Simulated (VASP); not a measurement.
# Si8O17 (a cell with a defect): single point with PBE

The system is Si8O17 (a cell with a defect).

```xyz
25
Lattice="-5.0263 5.0263 0.0000 -5.0263 -5.0263 0.0000 0.0000 0.0000 7.3717" Properties=species:S:1:pos:R:3 pbc="T T T"
Si   -2.5355   -2.4704    3.6794
Si   -4.9959    0.1105   -0.0061
Si   -7.2234   -2.4267    3.6622
Si   -5.0197   -4.9793   -0.1028
Si   -5.2234    2.6003    1.7654
Si   -2.4785    0.1160    5.4333
Si   -4.8774   -2.4699    1.7601
Si   -7.4967    0.0490    5.5395
O    -4.5579    1.3438    0.9767
O    -2.0523   -1.2286    4.6126
O    -4.4909   -3.7538    0.8377
O    -6.8998   -1.2186    4.7018
O    -4.3548    3.3140    3.0047
O    -1.2014    0.5982    6.3237
O    -3.6772   -1.8941    2.6835
O    -6.3020    0.5825    6.5127
O    -6.4375    2.0049    2.6467
O    -3.7511   -0.2368    6.3798
O    -5.9469   -3.0032    2.8597
O    -8.7797   -0.4708    6.3912
O    -5.6108    3.7974    0.7315
O    -2.8876    1.3403    4.4273
O    -5.3880   -1.2322    0.8348
O    -8.0004    1.2866    4.5991
O    -8.0303   -1.7513    2.3626
```

This cell differs from its parent crystal: with an interstitial atom, then relaxed in part.

| Quantity | Value |
| --- | --- |
| Program | VASP 6.6.1 |
| Task | single point |
| Functional | PBE |
| Potentials or basis | VASP PAW PBE potentials, release 64 (Si, O) |
| Cutoff | 520 eV |
| k mesh | 2 × 2 × 2, shifted |
| Occupations | gaussian, width 0.01 eV |
| Spin | no spin polarisation |

```
Pressure               : 0.8 GPa
Largest force          : 0.159 eV/Å
Band gap on the k mesh : 4.32 eV
```

Forces on the atoms (eV/Å):
```
Si   0.007 -0.008  0.018
Si   0.010 -0.008  0.000
Si   0.006 -0.015  0.041
Si   0.007 -0.013  0.005
Si  -0.020 -0.013 -0.038
Si  -0.003 -0.003 -0.009
Si   0.008  0.007 -0.016
Si  -0.007 -0.008 -0.003
O    0.010 -0.006 -0.006
O   -0.001  0.004 -0.002
O   -0.009  0.008 -0.007
O   -0.003  0.000  0.005
O   -0.116  0.021  0.107
O   -0.004  0.007 -0.004
O   -0.008  0.004  0.000
O    0.005  0.006 -0.003
O   -0.002 -0.007  0.008
O   -0.007  0.011 -0.004
O   -0.002 -0.004  0.002
O   -0.003  0.009 -0.004
O    0.006  0.004  0.002
O   -0.002  0.002  0.006
O    0.003 -0.013  0.002
O    0.007 -0.004 -0.001
O    0.116  0.019 -0.100
```

Stress tensor (GPa, compression positive):
```
 4.51 -0.07 -0.17
-0.07 -1.88  0.10
-0.17  0.10 -0.22
```

Levels at points of the mesh, in eV from the valence-band top:
| k point | band 63 | band 64 | band 65 | band 66 | band 67 | band 68 | band 69 | band 70 | band 71 | band 72 |
| --- | --- | --- | --- | --- | --- | --- | --- | --- | --- | --- |
| (0.25, 0.25, 0.25) | -1.27 | -1.21 | -1.04 | -0.91 | -0.03 | 4.32 | 5.59 | 7.08 | 7.27 | 7.29 |

Run time: 2.8 min on 1 thread of AMD EPYC 7R13 Processor (Zen 3) (shared host), peak memory 0.37 GiB.

Caveat: the cell differs from its parent crystal (with an interstitial atom, then relaxed in part).
